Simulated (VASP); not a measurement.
Write the native input for VASP 6.6.1 that does the following.

| Quantity | Value |
| --- | --- |
| Task | single point |
| Functional | PBE |
| Potentials or basis | VASP PAW PBE potentials, release 64 (Al, N) |
| Cutoff | 520 eV |
| k mesh | 8 × 8 × 8 |
| Occupations | gaussian, width 0.01 eV |
| Spin | no spin polarisation |
| Dipole correction | no |
| Further INCAR settings | ALGO = Normal; EDIFF = 1e-06; NBANDS = 11 |

The structure of AlN lies in POSCAR:

```
AlN
1.0
    0.0000000000      2.2233382623      2.2233382623
    2.2233382623      0.0000000000      2.2233382623
    2.2233382623      2.2233382623      0.0000000000
Al N
1 1
Direct
    0.0000000000      0.0000000000      0.0000000000
    0.2500000000      0.2500000000      0.2500000000
```

This cell differs from its parent crystal: volume changed by +3%.

One way to write it, as run:

INCAR

```
SYSTEM = AlN
ALGO     = Normal         ! electronic algorithm
EDIFF    = 1E-6           ! SCF threshold, eV
ENCUT    = 520            ! plane-wave cutoff, eV
GGA      = PE             ! functional
ISIF     = 2              ! what is computed and relaxed
ISMEAR   = 0              ! smearing method
LASPH    = .True.         ! aspherical terms in the spheres
LCHARG   = .False.        ! write CHGCAR
LREAL    = .False.        ! projectors in reciprocal space
LWAVE    = .False.        ! write WAVECAR
NBANDS   = 11             ! bands
NELM     = 100            ! most SCF steps
PREC     = Accurate       ! precision mode
SIGMA    = 0.01           ! smearing width, eV
```

KPOINTS

```
k-points
0
Gamma
  8 8 8
  0 0 0
```

Potentials or basis: VASP PAW PBE potentials, release 64 (Al, N).

Command:

```console
$ cat potpaw_PBE.64/Al/POTCAR potpaw_PBE.64/N/POTCAR > POTCAR
$ mpirun -np 1 vasp_std > vasp.out
```

Results of the run:

The pressure is -5.6 GPa and the band gap on the k mesh is 3.29 eV, indirect (least direct gap 3.73 eV).

Wall time 6.9 s on 1 thread of Intel Xeon 8259CL, on a shared host, peak memory 0.13 GiB.
